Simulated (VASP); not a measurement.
# CoSn (P6/mmm) in VASP: density of states with PBEsol

Aim: the density of states of CoSn with PBEsol.

Program: VASP 6.6.1. These are calculated values, not measurements. Logs are shortened: lines on timing, memory, paths and dates and some standing lists are left out, and cuts for length are marked.

## Step 1: The cell of the first run

The structure is hexagonal, space group P6/mmm (No. 191). Conventional cell: a = 5.246 Å, b = 5.246 Å, c = 4.188 Å, α = 90.00°, β = 90.00°, γ = 120.00°. Co (site symmetry mmm) has 6 Sn at 2.58 to 2.62 Å and 4 Co at 2.62 Å within 3.4 Å. Sn (site symmetry -6m2) has 6 Co at 2.58 Å and 3 Sn at 3.03 Å within 3.4 Å. Sn (site symmetry 6/mmm) has 6 Co at 2.62 Å within 3.5 Å.

## Step 2: Density of states, PBEsol

Contents of POSCAR:

```
CoSn
1.0
    5.2460399276      0.0000000000      0.0000000000
   -2.6230199638      4.5432038466      0.0000000000
    0.0000000000      0.0000000000      4.1875903000
Co Sn
3 3
Direct
    0.0000000000      0.5000000000      0.0000000000
    0.5000000000      0.5000000000      0.0000000000
    0.5000000000      0.0000000000      0.0000000000
    0.6666666700      0.3333333300      0.5000000000
    0.3333333300      0.6666666700      0.5000000000
    0.0000000000      0.0000000000      0.0000000000
```

Contents of INCAR.step1:

```
SYSTEM = CoSn
ALGO = Fast ; EDIFF = 1E-6
ENCUT = 520 ; GGA = PS
ISIF = 2 ; ISMEAR = 0
LASPH = .TRUE. ; LCHARG = .TRUE.
LMAXMIX = 4 ; LREAL = .FALSE.
LWAVE = .FALSE. ; NBANDS = 44
NELM = 60 ; PREC = Accurate
SIGMA = 0.05
```

Contents of KPOINTS.step1:

```
k-points
0
G
  9 9 8
  0 0 0
```

Contents of INCAR.step2:

```
SYSTEM = CoSn
ALGO = Fast ; EDIFF = 1E-6
ENCUT = 520 ; GGA = PS
ICHARG = 11 ; ISIF = 2
ISMEAR = -5 ; LASPH = .TRUE.
LCHARG = .FALSE. ; LMAXMIX = 4
LORBIT = 11 ; LREAL = .FALSE.
LWAVE = .FALSE. ; NEDOS = 2001
NELM = 60 ; PREC = Accurate
SIGMA = 0.05
```

Contents of KPOINTS.step2:

```
k-points
0
G
  14 14 12
  0 0 0
```

Potentials or basis: VASP PAW PBE potentials, release 64 (Co, Sn_d).

Command:

```bash
> cat potpaw_PBE.64/Co/POTCAR potpaw_PBE.64/Sn_d/POTCAR > POTCAR
> cp INCAR.step1 INCAR
> cp KPOINTS.step1 KPOINTS
> mpirun -np 1 vasp_std > vasp.out
> cp INCAR.step2 INCAR
> cp KPOINTS.step2 KPOINTS
> mpirun -np 1 vasp_std > vasp.out
```

OUTCAR:

```text
SYSTEM = CoSn
   EDIFF = 1E-6
   ENCUT = 520
   GGA = PS
   ICHARG = 11
   ISIF = 2
   ISMEAR = -5
   LASPH = .TRUE.
   LORBIT = 11
   LREAL = .FALSE.
   NELM = 60
   PREC = Accurate

 ion  position               nearest neighbor table
   1  0.000  0.500  0.000-   4 2.58   5 2.58   4 2.58   5 2.58   2 2.62   2 2.62   6 2.62   6 2.62
                             3 2.62   3 2.62
   2  0.500  0.500  0.000-   4 2.58   5 2.58   4 2.58   5 2.58   1 2.62   1 2.62   6 2.62   3 2.62
                             3 2.62   6 2.62
   3  0.500  0.000  0.000-   4 2.58   5 2.58   4 2.58   5 2.58   6 2.62   6 2.62   1 2.62   2 2.62
                             2 2.62   1 2.62
   4  0.667  0.333  0.500-   1 2.58   1 2.58   3 2.58   3 2.58   2 2.58   2 2.58   5 3.03   5 3.03
                             5 3.03   6 3.68   6 3.68   6 3.68   6 3.68   6 3.68   6 3.68
   5  0.333  0.667  0.500-   1 2.58   1 2.58   3 2.58   3 2.58   2 2.58   2 2.58   4 3.03   4 3.03
                             4 3.03   6 3.68   6 3.68   6 3.68   6 3.68   6 3.68   6 3.68
   6  0.000  0.000  0.000-   3 2.62   3 2.62   1 2.62   1 2.62   2 2.62   2 2.62   5 3.68   4 3.68
                             5 3.68   4 3.68   4 3.68   5 3.68   5 3.68   4 3.68   5 3.68   5 3.68

  LATTYP: Found a hexagonal cell.
 ALAT       =     5.2460399276
 C/A-ratio  =     0.7982383584

  Lattice vectors:

 A1 = (   5.2460399276,   0.0000000000,   0.0000000000)
 A2 = (  -2.6230199638,   4.5432038466,   0.0000000000)
 A3 = (   0.0000000000,   0.0000000000,   4.1875903000)

Analysis of symmetry for initial positions (statically):
=====================================================================
 Subroutine PRICEL returns:
 Original cell was already a primitive cell.

 Routine SETGRP: Setting up the symmetry group for a
 hexagonal supercell.

 Subroutine GETGRP returns: Found 24 space group operations
 (whereof 24 operations were pure point group operations)
 out of a pool of 24 trial point group operations.

The static configuration has the point symmetry D_6h.

Analysis of symmetry for dynamics (positions and initial velocities):
=====================================================================
 Subroutine PRICEL returns:
 Original cell was already a primitive cell.

 Routine SETGRP: Setting up the symmetry group for a
 hexagonal supercell.

 Subroutine GETGRP returns: Found 24 space group operations
 (whereof 24 operations were pure point group operations)
 out of a pool of 24 trial point group operations.

The dynamic configuration has the point symmetry D_6h.

 Subroutine INISYM returns: Found 24 space group operations
 (whereof 24 operations are pure point group operations),
 and found     1 'primitive' translations

----------------------------------------------------------------------------------------

                                     Primitive cell

  volume of cell :      99.8063

  direct lattice vectors                    reciprocal lattice vectors
     5.246039928  0.000000000  0.000000000     0.190619975  0.110054494  0.000000000
    -2.623019964  4.543203847  0.000000000     0.000000000  0.220108988  0.000000000
     0.000000000  0.000000000  4.187590300     0.000000000  0.000000000  0.238800821

  length of vectors
     5.246039928  5.246039928  4.187590300     0.220108988  0.220108988  0.238800821

  position of ions in fractional coordinates (direct lattice)
     0.000000000  0.500000000  0.000000000
     0.500000000  0.500000000  0.000000000
     0.500000000  0.000000000  0.000000000
     0.666666670  0.333333330  0.500000000
     0.333333330  0.666666670  0.500000000
     0.000000000  0.000000000  0.000000000

  ion indices of the primitive-cell ions
   primitive index   ion index
                 1           1
                 2           2
                 3           3
                 4           4
                 5           5
                 6           6

----------------------------------------------------------------------------------------

 KPOINTS: k-points

Automatic generation of k-mesh.
 Grid dimensions read from file:
 generate k-points for:   14   14   12

 Generating k-lattice:

  Cartesian coordinates                     Fractional coordinates (reciprocal lattice)
     0.013615713  0.007861035  0.000000000     0.071428571  0.000000000  0.000000000
     0.000000000  0.015722071  0.000000000     0.000000000  0.071428571  0.000000000
     0.000000000  0.000000000  0.019900068     0.000000000  0.000000000  0.083333333

  Length of vectors
     0.015722071  0.015722071  0.019900068

  Shift w.r.t. Gamma in fractional coordinates (k-lattice)
     0.000000000  0.000000000  0.000000000

 TETIRR: Found   2436 inequivalent tetrahedra from    14112

 Subroutine IBZKPT returns following result:
 ===========================================

 Found    168 irreducible k-points:

 Following reciprocal coordinates:
            Coordinates               Weight
  0.000000  0.000000  0.000000      1.000000
  0.071429  0.000000  0.000000      6.000000
  0.142857  0.000000  0.000000      6.000000
  0.214286  0.000000  0.000000      6.000000
  0.285714 -0.000000  0.000000      6.000000
  0.357143  0.000000  0.000000      6.000000
[... 16 lines left out ...]
  0.285714  0.285714  0.000000      6.000000
  0.357143  0.285714  0.000000      6.000000
 [... further k-points ...]
   k-points           NKPTS =    168   k-points in BZ     NKDIM =    168   number of bands    NBANDS=     41
   number of dos      NEDOS =   2001   number of ions     NIONS =      6
   total plane-waves  NPLWV =  51200
   dimension x,y,z NGX =    40 NGY =   40 NGZ =   32
   dimension x,y,z NGXF=    80 NGYF=   80 NGZF=   64
   ions per type =               3   3
   NGX,Y,Z   is equivalent  to a cutoff of  12.68, 12.68, 12.70 a.u.
   NGXF,Y,Z  is equivalent  to a cutoff of  25.35, 25.35, 25.41 a.u.
 SYSTEM =  CoSn
   PREC   = accura    normal or accurate (medium, high low for compatibility)
   ISTART =      0    job   : 0-new  1-cont  2-samecut
   ICHARG =     11    charge: 1-file 2-atom 10-const
   ISPIN  =      1    spin polarized calculation?
   LNONCOLLINEAR =      F non collinear calculations
   LSORBIT =      F    spin-orbit coupling
   LASPH  =      T    aspherical Exc in radial PAW
   ENCUT  =  520.0 eV  38.22 Ry    6.18 a.u.   9.75  9.75  7.79*2*pi/ulx,y,z
   NELM   =     60;   NELMIN=  2; NELMDL=  0     # of ELM steps
   EDIFF  = 0.1E-05   stopping-criterion for ELM
   LREAL  =      F    real-space projection
   EDIFFG = 0.1E-04   stopping-criterion for IOM
   NSW    =      0    number of steps for IOM
   IBRION =     -1    ionic relax: 0-MD 1-quasi-New 2-CG
   NFREE  =      0    steps in history (QN), initial steepest desc. (CG)
   ISIF   =      2    stress and relaxation
   ISYM   =      2    0-nonsym 1-usesym 2-fastsym
   POTIM  = 0.5000    time-step for ionic-motion
   TEBEG  =    0.0;   TEEND  =   0.0 temperature during run
   PSTRESS=    0.0 pullay stress
   NELECT =      69.0000    total number of electrons
   NUPDOWN=      -1.0000    fix difference up-down
   EMIN   =  10.00;   EMAX   =-10.00  energy-range for DOS
   EFERMI =   0.00;   METHOD = LEGACY
   ISMEAR =    -5;   SIGMA  =   0.05  broadening in eV -4-tet -1-fermi 0-gaus
   EFERMI_NEDOS =   21; number of points for ismear=-14 and -15
   IALGO  =     68    algorithm
   IMIX   =      4    mixing-type and parameters
     AMIX     =   0.40;   BMIX     =  1.00
     AMIX_MAG =   1.60;   BMIX_MAG =  1.00
  volume/ion in A,a.u.               =      16.63       112.25
  Fermi-wavevector in a.u.,A,eV,Ry     =   1.447567  2.735504 28.510312  2.095449
  Thomas-Fermi vector in A             =   2.565507
   LORBIT       =     11    0 simple, 1 ext, 2 COOP (PROOUT), +10 PAW based schemes
   GGA     = PS    functional components
   LHFCALC =     F    Hartree Fock is set to
   AEXX    =    0.0000 exact exchange contribution
   IVDW    =     0    specifies the selected vdW correction
   LEPSILON=     F    determine dielectric tensor
   LRPA    =     F    only Hartree local field effects (RPA)
 non-spin polarized calculation
 RMM-DIIS sequential band-by-band and
 Fermi weights with tetrahedron method with Bloechl corrections
  energy-cutoff  :      520.00
  volume of cell :       99.81
 maximum number of plane-waves:      2711
 NGX is ok and might be reduce to    40

 number of electron      69.0000006 magnetization

 Free energy of the ion-electron system (eV)
  ---------------------------------------------------
  ext. energy  EPLUGINS =         0.00000000
  ---------------------------------------------------
  free energy    TOTEN  =       -36.95380875 eV

  energy without entropy =      -36.95380875  energy(sigma->0) =      -36.95380875

 E-fermi :  10.0049     XC(G=0): -12.0169

 val. band max:       10.0105677026   @ k =   0.1429   0.1429   0.0000
 cond. band min:       9.9899673925   @ k =   0.1429   0.0000   0.5000
 fundamental gap:     -0.0206003100
 Fermi energy:        10.0048560635

 k-point     1 :       0.0000    0.0000    0.0000
  band No.  band energies     occupation
      1     -11.4035      2.00000
      2     -11.2891      2.00000
      3     -11.2891      2.00000
      4     -11.2819      2.00000
      5     -11.2819      2.00000
      6     -11.1923      2.00000
[... 33 lines left out ...]
     40      13.6635      0.00000
     41      15.1970      0.00000

 k-point     2 :       0.0714    0.0000    0.0000
  band No.  band energies     occupation
      1     -11.4030      2.00000
      2     -11.2898      2.00000
      3     -11.2893      2.00000
      4     -11.2867      2.00000
      5     -11.2846      2.00000
      6     -11.1975      2.00000
[... 962 lines left out ...]
      1     -11.3979      2.00000
      2     -11.3761      2.00000
      3     -11.2902      2.00000
      4     -11.2867      2.00000
      5     -11.2753      2.00000
      6     -11.2561      2.00000
[... 33 lines left out ...]
     40      13.2363      0.00000
     41      13.3125      0.00000

 [... further k-points ...]

------------------------ aborting loop because EDIFF is reached ----------------------------------------

  FORCE on cell =-STRESS in cart. coord.  units (eV):
  Direction    XX          YY          ZZ          XY          YZ          ZX
  --------------------------------------------------------------------------------------
  -------------------------------------------------------------------------------------
  Total       -1.3013750     -1.3013750     -1.3552521      0.0000000      0.0000000      0.0000000
  in kB      -20.8907985    -20.8907985    -21.7556797      0.0000000      0.0000000      0.0000000
  external PRESSURE =     -21.1790922 kB  Pullay stress =       0.0000000 kB

 VOLUME and BASIS-vectors are now :
 -----------------------------------------------------------------------------
  energy-cutoff  :      520.00
  volume of cell :       99.81
      direct lattice vectors                 reciprocal lattice vectors
     5.246039928  0.000000000  0.000000000     0.190619975  0.110054494  0.000000000
    -2.623019964  4.543203847  0.000000000     0.000000000  0.220108988  0.000000000
     0.000000000  0.000000000  4.187590300     0.000000000  0.000000000  0.238800821

 POSITION                                       TOTAL-FORCE (eV/Angst)
 -----------------------------------------------------------------------------------
     -1.31151      2.27160      0.00000         0.000000      0.000000      0.000000
      1.31151      2.27160      0.00000         0.000000      0.000000      0.000000
      2.62302      0.00000      0.00000         0.000000      0.000000      0.000000
      2.62302      1.51440      2.09380        -0.000000      0.000000     -0.000000
     -0.00000      3.02880      2.09380         0.000000      0.000000      0.000000
      0.00000      0.00000      0.00000         0.000000      0.000000      0.000000
 -----------------------------------------------------------------------------------
    total drift:                               -0.000000     -0.000000     -0.000000

  FREE ENERGIE OF THE ION-ELECTRON SYSTEM (eV)
  ---------------------------------------------------
  free  energy   TOTEN  =       -36.9538087522 eV

  energy  without entropy=      -36.9538087522  energy(sigma->0) =      -36.95380875

 total charge

# of ion       s       p       d       tot
------------------------------------------
    1        0.405   0.475   7.483   8.362
    2        0.405   0.475   7.483   8.362
    3        0.405   0.475   7.483   8.362
    4        1.126   1.272  10.077  12.475
    5        1.126   1.272  10.077  12.475
    6        1.156   1.123  10.046  12.325
--------------------------------------------------
tot          4.624   5.091  52.647  62.362
```

Wall time 29 min (1 thread of AMD EPYC 7R13, shared host); peak memory 0.58 GiB.

What came out:

| Quantity | Value |
| --- | --- |
| Valence electrons inside the program's atomic spheres | Co 8.36; Sn 12.47, 12.32 |

Levels at points of the mesh, in eV from the Fermi level:
```
           k point  band 32  band 33  band 34  band 35  band 36  band 37
(0.00, 0.00, 0.00)    -0.45    -0.43    -0.43     0.50     0.63     1.38
(0.50, 0.00, 0.00)    -0.44    -0.44     0.71     1.01     1.70     1.82
(0.00, 0.00, 0.50)    -0.52    -0.52    -0.52    -0.41    -0.41    -0.20
(0.50, 0.00, 0.50)    -0.72    -0.52    -0.45    -0.42    -0.14     0.41
```

Caveat: the PAW data sets were made with another functional, which shifts forces and pressure a little; spin-orbit coupling is left out, which moves the levels of the heavy elements; tetrahedron occupations give inexact forces and stress in metals. Spin polarisation is off, so any magnetic state and its effect on volume and gap are missing.
